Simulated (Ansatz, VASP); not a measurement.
This is a calculation of CdS for Ansatz 0.2.0.

Contents of input.yaml:

```yaml
crystal:
  lattice:
    - [0.0, 2.753244, 2.753244]
    - [2.753244, 0.0, 2.753244]
    - [2.753244, 2.753244, 0.0]
  atoms:
    - { symbol: Cd, position: [0.0, 0.0, 0.0] }
    - { symbol: S, position: [0.5, 0.5, 0.5] }
hamiltonian:
  xc: { exchange: pbe, correlation: pbe, exx: { coeff: 0.25, omega: 0.6 } }
  pseudopotentials: { kind: paw }
kpoints:
  mp_grid: { grid: [4, 4, 4] }
scf:
  occupations: { method: fermi_dirac, width: 0.05 }
output:
  forces: true
  stress: true
  eigenvalues: true
```

Potentials or basis: Ansatz PAW.

Launch:

```sh
$ ansatz run input.yaml --threads 2 --pin off --max-ram 5632MiB --backend cpu --events-out ev --progress --plain --runs-dir out
```

Problem. Set up the same calculation for VASP 6.6.1. Potentials there: VASP PAW PBE potentials, release 64 (Cd, S).

Solution. As run (the cutoff follows the program's own potentials):

Contents of POSCAR:

```
CdS
1.0
    0.0000000000      2.7532440000      2.7532440000
    2.7532440000      0.0000000000      2.7532440000
    2.7532440000      2.7532440000      0.0000000000
Cd S
1 1
Direct
    0.0000000000      0.0000000000      0.0000000000
    0.5000000000      0.5000000000      0.5000000000
```

File INCAR.step1:

```
PREC = Accurate
ENCUT = 520
EDIFF = 1E-5
ISMEAR = -1
SIGMA = 0.05
LREAL = False
LASPH = True
NELM = 100
ALGO = Normal
ISIF = 2
LWAVE = True
LCHARG = False
GGA = PE
NBANDS = 16
```

INCAR.step2

```
PREC = Accurate
ENCUT = 520
EDIFF = 1E-6
ISMEAR = -1
SIGMA = 0.05
LREAL = False
LASPH = True
NELM = 100
ALGO = Normal
ISIF = 2
LWAVE = False
LCHARG = False
GGA = PE
LHFCALC = True
AEXX = 0.25
HFSCREEN = 0.6
PRECFOCK = Normal
ISTART = 1
NBANDS = 16
```

File KPOINTS:

```
Automatic mesh
0
Gamma
  4 4 4
```

Potentials or basis: VASP PAW PBE potentials, release 64 (Cd, S).

Run with:

```console
$ cat potpaw_PBE.64/Cd/POTCAR potpaw_PBE.64/S/POTCAR > POTCAR
$ cp INCAR.step1 INCAR
$ mpirun -np 1 vasp_std > vasp.out
$ cp INCAR.step2 INCAR
$ mpirun -np 1 vasp_std > vasp.out
```

Both were run:

|  | VASP | Ansatz | Ansatz less VASP |
| --- | --- | --- | --- |
| gap on the k mesh at the Fermi level (eV) | 0.66 | 0.67 | +0.014 |
| least direct gap on the mesh (eV) | 1.93 | 1.95 | +0.027 |
| pressure (GPa) | -0.6 | -0.9 | -0.36 |

VASP's potentials were made for PBE, not for PBE-based screened hybrid. The functional is the same, so the differences come from potentials, cutoffs and numerics. VASP's potentials hold 18 valence electrons a cell and Ansatz's 26, so a difference there can come from the potentials and not from the codes.

The k mesh is coarse, so the values compare programs but aren't converged.
